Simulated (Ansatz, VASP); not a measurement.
Two plane-wave programs on PbS

```
Pb S
1.0
     0.00000    2.87605    2.92053
     2.87605    0.00000    2.92053
     2.87605    2.87605    0.00000
Pb S
1 1
Direct
  0.00000 0.00000 0.00000
  0.50000 0.50000 0.50000
```

Change from the starting cell: strain -0.030 along x and y, -0.015 along z, atoms carried along.

Alike in both runs: task single point; functional r2SCAN; k mesh 8 × 8 × 8; occupations gaussian, width 0.05 eV; no spin polarisation.

```csv
,VASP,Ansatz
version,VASP 6.6.1,Ansatz 0.2.0
potentials or method,"VASP PAW PBE potentials, release 64 (Pb_d, S), cutoff 520 eV","scalar-relativistic, plane waves, PAW"
valence electrons in the cell,20,20
```

|  | VASP | Ansatz | Ansatz less VASP |
| --- | --- | --- | --- |
| gap on the k mesh at the Fermi level (eV) | 0.28 | 0.27 | -0.013 |
| least direct gap on the mesh (eV) | 0.28 | 0.27 | -0.013 |
| pressure (GPa) | 7.1 | 7.1 | 0.00 |
| traceless stress, the component that is largest in VASP (GPa) | -1.89 | -1.89 | +0.006 |

VASP's potentials were made for PBE, not for r2SCAN. With one functional, cell and mesh, what is left measures potentials, basis and numerics.

Spin-orbit coupling is off throughout.
